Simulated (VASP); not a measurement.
Runs of VASP 6.6.1 on CsBr. The structure is that of space group Pm-3m (No. 221), or close to it. The cells are those of the table. 

| task | cell | cutoff (eV) | gap on the mesh (eV) | pressure (GPa) |
| --- | --- | --- | --- | --- |
| single point | a = 3.512 Å, 2 atoms | 550 | 3.10 | 47.1 |
| single point | a = 4.286 Å, 2 atoms | 550 | 5.29 | 0.5 |
| electric field gradients | a = 4.138 Å, 2 atoms | 440 | 5.23 | 2.9 |
| electric field gradients | a = 3.512 Å, 2 atoms | 440 | 3.10 | 47.1 |
| single point | a = 3.402 Å, 2 atoms | 550 | 2.32 | (a) |
| single point | a = 4.138 Å, 2 atoms | 550 | 5.23 | 2.9 |
| relaxation of the atoms | atoms relaxed from a = 4.286 Å, 2 atoms | 500 | 5.29 | 0.5 |
| electric field gradients | a = 3.402 Å, 2 atoms | 440 | 2.32 | 68.1 |

Alike in all rows: level r2SCAN; potentials or basis VASP PAW PBE potentials, release 64 (Cs_sv, Br); no spin polarisation; k mesh 7 × 7 × 7; smearing fermi-dirac 0.03 eV.

Estimate the missing entries.

(a) 68.2.

Caveats: the PAW data sets were made with another functional, which shifts forces and pressure a little; spin-orbit coupling is left out, which moves the levels of the heavy elements; an odd mesh through Γ misses points on the zone boundary, where band edges can lie; the cell stands under pressure (at least some runs); the relaxation stopped at its first step, so nothing moved (at least some runs).

A k mesh can miss the band edges, and the runs leave out spin-orbit coupling on Br, Cs.
